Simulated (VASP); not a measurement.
Crystal: Mg5Se2.

```xyz
7
Lattice="3.6000 0.0000 0.0000 -1.8000 3.1177 0.0000 0.0000 0.0000 12.0300" Properties=species:S:1:pos:R:3 pbc="T T T"
Mg    0.0000    0.0000    0.0000
Mg    1.8000    1.0392    3.2481
Mg    0.0000    2.0785    8.7819
Mg    1.8000    1.0392    6.9774
Mg    0.0000    2.0785    5.0526
Se    1.8000    1.0392   10.4059
Se    0.0000    2.0785    1.6240
```

```yaml
Program: VASP 6.6.1
Task: relaxation of cell and atoms
Functional: PBE
Potentials_or_basis: VASP PAW PBE potentials, release 64 (Mg, Se)
Cutoff: 600 eV
k_mesh: 5 × 5 × 2
Occupations: gaussian, width 0.2 eV
Spin: no spin polarisation
```

At the start: pressure 11.3 GPa; volume 19.29 Å³/atom.

Question: How do energy, volume and symmetry change on relaxing?

Answer: Over 12 steps the energy falls by 193.4 meV/atom and the volume is 23.92 Å³/atom (+24.0 %); space group P-3m1 (No. 164, to 0.1 Å) before and after.

Step by step:
```csv
step,energy change (eV),largest force (eV/Å),pressure (GPa),volume (Å³)
1,0.0000,1.1079,11.34,135.02
2,-0.9670,0.9020,-0.09,163.50
3,-0.9692,0.8951,-0.49,165.20
4,-1.0484,0.6878,-0.32,164.95
5,-1.1793,0.5151,0.40,164.21
6,-1.1857,0.5893,0.66,164.00
7,-1.2541,0.5032,0.19,166.03
8,-1.3284,0.2668,-0.66,170.27
9,-1.3308,0.2148,-0.81,171.15
10,-1.3507,0.1167,0.07,167.29
11,-1.3509,0.1147,0.15,166.94
12,-1.3537,0.0558,-0.01,167.43
```

Final structure:
```
CELL_PARAMETERS angstrom
3.76329 0.00000 0.00000
-1.88165 3.25911 0.00000
0.00000 0.00000 13.65086
ATOMIC_POSITIONS crystal
Mg 0.00000 0.00000 0.00000
Mg 0.66667 0.33333 0.23876
Mg 0.33333 0.66667 0.76124
Mg 0.66667 0.33333 0.58606
Mg 0.33333 0.66667 0.41394
Se 0.66667 0.33333 0.88072
Se 0.33333 0.66667 0.11928
```

Caveat: the k points lie up to 0.39 Å⁻¹ apart in the final cell; the volume moved by over 15 % at a fixed basis, so the end points are rough; the relaxation stopped at a loose force limit of 0.08 eV/Å, so its end isn't a converged minimum.
